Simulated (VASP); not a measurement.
Here is a VASP 6.6.1 calculation.

INCAR

```
SYSTEM = Re
  ALGO = Normal
  EDIFF = 1E-6
  EDIFFG = -0.01
  ENCUT = 600
  GGA = RP
  IBRION = 2
  ISIF = 3
  ISMEAR = -1
  LASPH = .True.
  LCHARG = .False.
  LREAL = .False.
  LWAVE = .False.
  NELM = 100
  NSW = 60
  PREC = Accurate
  SIGMA = 0.05
```

File KPOINTS:

```
k-points
0
Gamma
  11 11 6
  0 0 0
```

The input POSCAR:

```
Re
1.0
    2.7608000000      0.0000000000      0.0000000000
   -1.3804000000      2.3909229348      0.0000000000
    0.0000000000      0.0000000000      4.4582000000
Re
2
Direct
    0.6666666667      0.3333333333      0.7500000000
    0.3333333333      0.6666666667      0.2500000000
```

Potentials or basis: VASP PAW PBE potentials, release 64 (Re).

Launch:

```bash
$ cat potpaw_PBE.64/Re/POTCAR > POTCAR
$ mpirun -np 1 vasp_std > vasp.out
```

Task: Estimate the relaxed volume.

Result: 15.09 Å³/atom.

Task: What does it give for the space group after relaxing (to 0.1 Å)?

Result: P6_3/mmc (No. 194).

Final structure:
```
CELL_PARAMETERS angstrom
2.78356 0.00000 0.00000
-1.39178 2.41063 0.00000
0.00000 0.00000 4.49632
ATOMIC_POSITIONS crystal
Re 0.66667 0.33333 0.75000
Re 0.33333 0.66667 0.25000
```

Caveat: the PAW data sets were made with another functional, which shifts forces and pressure a little. Zero-point motion and thermal expansion aren't in these numbers.
